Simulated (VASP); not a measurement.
# Rh (P6_3/mmc) in VASP: notebook

Rh is run at these levels: r2SCAN, LDA; tasks: single point.

Program: VASP 6.6.1. These are calculated values, not measurements. Logs are shortened: lines on timing, memory, paths and dates and some standing lists are left out, and cuts for length are marked.

**1. The cell of the first run**

Symmetry: P6_3/mmc, No. 194, hexagonal system. Conventional cell: a = 2.710 Å, b = 2.710 Å, c = 8.856 Å, α = 90.00°, β = 90.00°, γ = 120.00°. Within 3.6 Å of Rh (site symmetry -6m2) lie 12 Rh at 2.71 Å. Rh (site symmetry -3m) has 12 Rh at 2.71 Å within 3.6 Å.

**2. Single point, r2SCAN**

POSCAR reads:

```
Rh
1.0
    2.7095712663      0.0000000000      0.0000000000
   -1.3547856331      2.3465575500      0.0000000000
    0.0000000000      0.0000000000      8.8563371932
Rh
4
Direct
    0.6666666667      0.3333333333      0.7500000000
    0.0000000000      0.0000000000      0.5000000000
    0.3333333333      0.6666666667      0.2500000000
    0.0000000000      0.0000000000      0.0000000000
```

INCAR.step1 reads:

```
  ALGO = Normal
  EDIFF = 1E-4
  ENCUT = 520
  GGA = PE
  ISMEAR = -1
  LASPH = T
  LCHARG = F
  LREAL = F
  LWAVE = T
  NBANDS = 38
  NELM = 100
  PREC = Accurate
  SIGMA = 0.05
```

INCAR.step2 reads:

```
  ALGO = Normal
  EDIFF = 1E-7
  ENCUT = 520
  ISIF = 2
  ISMEAR = -1
  ISTART = 1
  LASPH = T
  LCHARG = F
  LMIXTAU = T
  LREAL = F
  LWAVE = F
  METAGGA = R2SCAN
  NBANDS = 38
  NELM = 100
  PREC = Accurate
  SIGMA = 0.05
```

KPOINTS reads:

```
k-points
0
Gamma
  11 11 3
```

Potentials or basis: VASP PAW PBE potentials, release 64 (Rh_pv).

Run with:

```console
> cat potpaw_PBE.64/Rh_pv/POTCAR > POTCAR
> cp INCAR.step1 INCAR
> mpirun -np 1 vasp_std > vasp.out
> cp INCAR.step2 INCAR
> mpirun -np 1 vasp_std > vasp.out
```

OUTCAR:

```text
EDIFF = 1E-7
   ENCUT = 520
   ISIF = 2
   ISMEAR = -1
   ISTART = 1
   LASPH = T
   LREAL = F
   METAGGA = R2SCAN
   NELM = 100
   PREC = Accurate

 ion  position               nearest neighbor table
   1  0.667  0.333  0.750-   2 2.71   4 2.71   2 2.71   4 2.71   2 2.71   4 2.71
   2  0.000  0.000  0.500-   1 2.71   3 2.71   3 2.71   1 2.71   1 2.71   3 2.71
   3  0.333  0.667  0.250-   2 2.71   4 2.71   2 2.71   4 2.71   2 2.71   4 2.71
   4  0.000  0.000  0.000-   1 2.71   3 2.71   3 2.71   1 2.71   1 2.71   3 2.71

  LATTYP: Found a hexagonal cell.
 ALAT       =     2.7095712663
 C/A-ratio  =     3.2685382014

  Lattice vectors:

 A1 = (   2.7095712663,   0.0000000000,   0.0000000000)
 A2 = (  -1.3547856331,   2.3465575500,   0.0000000000)
 A3 = (   0.0000000000,   0.0000000000,   8.8563371932)

Analysis of symmetry for initial positions (statically):
=====================================================================
 Subroutine PRICEL returns:
 Original cell was already a primitive cell.

 Routine SETGRP: Setting up the symmetry group for a
 hexagonal supercell.

 Subroutine GETGRP returns: Found 24 space group operations
 (whereof 12 operations were pure point group operations)
 out of a pool of 24 trial point group operations.

The static configuration has the point symmetry D_3d.
 The point group associated with its full space group is D_6h.

Analysis of symmetry for dynamics (positions and initial velocities):
=====================================================================
 Subroutine PRICEL returns:
 Original cell was already a primitive cell.

 Routine SETGRP: Setting up the symmetry group for a
 hexagonal supercell.

 Subroutine GETGRP returns: Found 24 space group operations
 (whereof 12 operations were pure point group operations)
 out of a pool of 24 trial point group operations.

The dynamic configuration has the point symmetry D_3d.
 The point group associated with its full space group is D_6h.

 Subroutine INISYM returns: Found 24 space group operations
 (whereof 12 operations are pure point group operations),
 and found     1 'primitive' translations

----------------------------------------------------------------------------------------

                                     Primitive cell

  volume of cell :      56.3101

  direct lattice vectors                    reciprocal lattice vectors
     2.709571266  0.000000000  0.000000000     0.369062077  0.213078090  0.000000000
    -1.354785633  2.346557550  0.000000000     0.000000000  0.426156179  0.000000000
     0.000000000  0.000000000  8.856337193     0.000000000  0.000000000  0.112913497

  length of vectors
     2.709571266  2.709571266  8.856337193     0.426156179  0.426156179  0.112913497

  position of ions in fractional coordinates (direct lattice)
     0.666666667  0.333333333  0.750000000
     0.000000000  0.000000000  0.500000000
     0.333333333  0.666666667  0.250000000
     0.000000000  0.000000000  0.000000000

  ion indices of the primitive-cell ions
   primitive index   ion index
                 1           1
                 2           2
                 3           3
                 4           4

----------------------------------------------------------------------------------------

 KPOINTS: k-points

Automatic generation of k-mesh.
 Grid dimensions read from file:
 generate k-points for:   11   11    3

 Generating k-lattice:

  Cartesian coordinates                     Fractional coordinates (reciprocal lattice)
     0.033551098  0.019370735  0.000000000     0.090909091  0.000000000  0.000000000
     0.000000000  0.038741471  0.000000000     0.000000000  0.090909091  0.000000000
     0.000000000  0.000000000  0.037637832     0.000000000  0.000000000  0.333333333

  Length of vectors
     0.038741471  0.038741471  0.037637832

  Shift w.r.t. Gamma in fractional coordinates (k-lattice)
     0.000000000  0.000000000  0.000000000

 Subroutine IBZKPT returns following result:
 ===========================================

 Found     32 irreducible k-points:

 Following reciprocal coordinates:
            Coordinates               Weight
  0.000000  0.000000  0.000000      1.000000
  0.090909  0.000000  0.000000      6.000000
  0.181818 -0.000000  0.000000      6.000000
  0.272727  0.000000  0.000000      6.000000
  0.363636 -0.000000  0.000000      6.000000
  0.454545 -0.000000  0.000000      6.000000
[... 16 lines left out ...]
  0.090909  0.090909  0.333333     12.000000
  0.181818  0.090909  0.333333     24.000000
 [... further k-points ...]
   k-points           NKPTS =     32   k-points in BZ     NKDIM =     32   number of bands    NBANDS=     38
   number of dos      NEDOS =    301   number of ions     NIONS =      4
   total plane-waves  NPLWV =  28000
   dimension x,y,z NGX =    20 NGY =   20 NGZ =   70
   dimension x,y,z NGXF=    40 NGYF=   40 NGZF=  140
   ions per type =               4
   NGX,Y,Z   is equivalent  to a cutoff of  12.27, 12.27, 13.14 a.u.
   NGXF,Y,Z  is equivalent  to a cutoff of  24.54, 24.54, 26.28 a.u.
 SYSTEM =  unknown system
   PREC   = accura    normal or accurate (medium, high low for compatibility)
   ISTART =      1    job   : 0-new  1-cont  2-samecut
   ICHARG =      0    charge: 1-file 2-atom 10-const
   ISPIN  =      1    spin polarized calculation?
   LNONCOLLINEAR =      F non collinear calculations
   LSORBIT =      F    spin-orbit coupling
   LASPH  =      T    aspherical Exc in radial PAW
   ENCUT  =  520.0 eV  38.22 Ry    6.18 a.u.   5.04  5.04 16.47*2*pi/ulx,y,z
   NELM   =    100;   NELMIN=  2; NELMDL=  0     # of ELM steps
   EDIFF  = 0.1E-06   stopping-criterion for ELM
   LREAL  =      F    real-space projection
   EDIFFG = 0.1E-05   stopping-criterion for IOM
   NSW    =      0    number of steps for IOM
   IBRION =     -1    ionic relax: 0-MD 1-quasi-New 2-CG
   NFREE  =      0    steps in history (QN), initial steepest desc. (CG)
   ISIF   =      2    stress and relaxation
   ISYM   =      2    0-nonsym 1-usesym 2-fastsym
   POTIM  = 0.5000    time-step for ionic-motion
   TEBEG  =    0.0;   TEEND  =   0.0 temperature during run
   PSTRESS=    0.0 pullay stress
   NELECT =      60.0000    total number of electrons
   NUPDOWN=      -1.0000    fix difference up-down
   EMIN   =  10.00;   EMAX   =-10.00  energy-range for DOS
   EFERMI =   0.00;   METHOD = LEGACY
   ISMEAR =    -1;   SIGMA  =   0.05  broadening in eV -4-tet -1-fermi 0-gaus
   EFERMI_NEDOS =   21; number of points for ismear=-14 and -15
   IALGO  =     38    algorithm
   IMIX   =      4    mixing-type and parameters
     AMIX     =   0.40;   BMIX     =  1.00
     AMIX_MAG =   1.60;   BMIX_MAG =  1.00
  volume/ion in A,a.u.               =      14.08        95.00
  Fermi-wavevector in a.u.,A,eV,Ry     =   1.672104  3.159818 38.040959  2.795932
  Thomas-Fermi vector in A             =   2.757310
   LORBIT       =      0    0 simple, 1 ext, 2 COOP (PROOUT), +10 PAW based schemes
   METAGGA = R2SCAN    functional components
   LHFCALC =     F    Hartree Fock is set to
   AEXX    =    0.0000 exact exchange contribution
   IVDW    =     0    specifies the selected vdW correction
   LEPSILON=     F    determine dielectric tensor
   LRPA    =     F    only Hartree local field effects (RPA)
 non-spin polarized calculation
  energy-cutoff  :      520.00
  volume of cell :       56.31
 maximum number of plane-waves:      1535
   NGX = 11   NGY = 11   NGZ = 33

 number of electron      59.9999992 magnetization

 Free energy of the ion-electron system (eV)
  ---------------------------------------------------
  ext. energy  EPLUGINS =         0.00000000
  ---------------------------------------------------
  free energy    TOTEN  =       -96.45738713 eV

  energy without entropy =      -96.40524100  energy(sigma->0) =      -96.43131406

 E-fermi :  11.3245     XC(G=0): -15.0295

 val. band max:       11.3232054530   @ k =   0.1818   0.0909   0.3333
 cond. band min:      11.3348496119   @ k =   0.3636   0.2727   0.3333
 fundamental gap:      0.0116441589
 Fermi energy:        11.3244926276

 k-point     1 :       0.0000    0.0000    0.0000
  band No.  band energies     occupation
      1     -37.1612      2.00000
      2     -36.8102      2.00000
      3     -36.8013      2.00000
      4     -36.5284      2.00000
      5     -36.5284      2.00000
      6     -36.4871      2.00000
[... 30 lines left out ...]
     37      20.1027      0.00000
     38      26.3995      0.00000

 k-point     2 :       0.0909    0.0000    0.0000
  band No.  band energies     occupation
      1     -37.1424      2.00000
      2     -36.8148      2.00000
      3     -36.8071      2.00000
      4     -36.5722      2.00000
      5     -36.5424      2.00000
      6     -36.5208      2.00000
[... 30 lines left out ...]
     37      20.0619      0.00000
     38      26.6943      0.00000

 k-point     3 :       0.1818   -0.0000    0.0000
  band No.  band energies     occupation
      1     -37.0897      2.00000
      2     -36.8422      2.00000
      3     -36.8419      2.00000
      4     -36.6848      2.00000
      5     -36.6143      2.00000
      6     -36.5790      2.00000
[... 30 lines left out ...]
     37      19.9826      0.00000
     38      27.1041      0.00000

 k-point     4 :       0.2727    0.0000    0.0000
  band No.  band energies     occupation
      1     -37.0197      2.00000
      2     -36.9402      2.00000
      3     -36.9127      2.00000
      4     -36.8256      2.00000
      5     -36.7668      2.00000
      6     -36.6356      2.00000
[... 30 lines left out ...]
     37      19.9807      0.00000
     38      24.5579      0.00000
[... 703 lines left out ...]
      4     -37.0276      2.00000
      5     -36.7695      2.00000
      6     -36.7196      2.00000
[... 30 lines left out ...]
     37      20.6849      0.00000
     38      20.7581      0.00000

 k-point    23 :       0.0909    0.0909    0.3333
  band No.  band energies     occupation
      1     -37.0695      2.00000
      2     -36.9678      2.00000
      3     -36.6923      2.00000
      4     -36.6345      2.00000
      5     -36.6049      2.00000
      6     -36.6005      2.00000
[... 30 lines left out ...]
     37      21.5907      0.00000
     38      24.5239      0.00000

 k-point    24 :       0.1818    0.0909    0.3333
  band No.  band energies     occupation
      1     -37.0222      2.00000
      2     -36.9664      2.00000
      3     -36.8077      2.00000
      4     -36.7483      2.00000
      5     -36.7310      2.00000
      6     -36.6818      2.00000
[... 30 lines left out ...]
     37      21.9563      0.00000
     38      24.9494      0.00000

 [... further k-points ...]

------------------------ aborting loop because EDIFF is reached ----------------------------------------

  FORCE on cell =-STRESS in cart. coord.  units (eV):
  Direction    XX          YY          ZZ          XY          YZ          ZX
  --------------------------------------------------------------------------------------
  -------------------------------------------------------------------------------------
  Total       -1.6764418     -1.6764418     -2.1891811     -0.0000000      0.0000000     -0.0000000
  in kB      -47.6994225    -47.6994225    -62.2882810     -0.0000000      0.0000000     -0.0000000
  external PRESSURE =     -52.5623753 kB  Pullay stress =       0.0000000 kB

 VOLUME and BASIS-vectors are now :
 -----------------------------------------------------------------------------
  energy-cutoff  :      520.00
  volume of cell :       56.31
      direct lattice vectors                 reciprocal lattice vectors
     2.709571266  0.000000000  0.000000000     0.369062077  0.213078090  0.000000000
    -1.354785633  2.346557550  0.000000000     0.000000000  0.426156179  0.000000000
     0.000000000  0.000000000  8.856337193     0.000000000  0.000000000  0.112913497

 POSITION                                       TOTAL-FORCE (eV/Angst)
 -----------------------------------------------------------------------------------
      1.35479      0.78219      6.64225        -0.000000      0.000000     -0.000000
      0.00000      0.00000      4.42817        -0.000000      0.000000      0.000000
     -0.00000      1.56437      2.21408         0.000000     -0.000000     -0.000000
      0.00000      0.00000      0.00000        -0.000000      0.000000      0.000000
 -----------------------------------------------------------------------------------
    total drift:                                0.000000     -0.000000      0.000000

  FREE ENERGIE OF THE ION-ELECTRON SYSTEM (eV)
  ---------------------------------------------------
  free  energy   TOTEN  =       -96.4573871262 eV

  energy  without entropy=      -96.4052410012  energy(sigma->0) =      -96.43131406
```

Run time: 2.9 min. Hardware: 1 thread of Intel Xeon 6975P-C (Granite Rapids), shared host; peak memory 0.2 GiB.

What came out:

```yaml
Free_energy: -96.4574 eV
Pressure: -5.3 GPa
Band_gap_on_the_k_mesh: zero (band 30 reaches 11.94 eV, above the bottom of band 31 at 10.28 eV)
```

Caveat: the PAW data sets were made with another functional, which shifts forces and pressure a little.

[end of part 1 of 3]
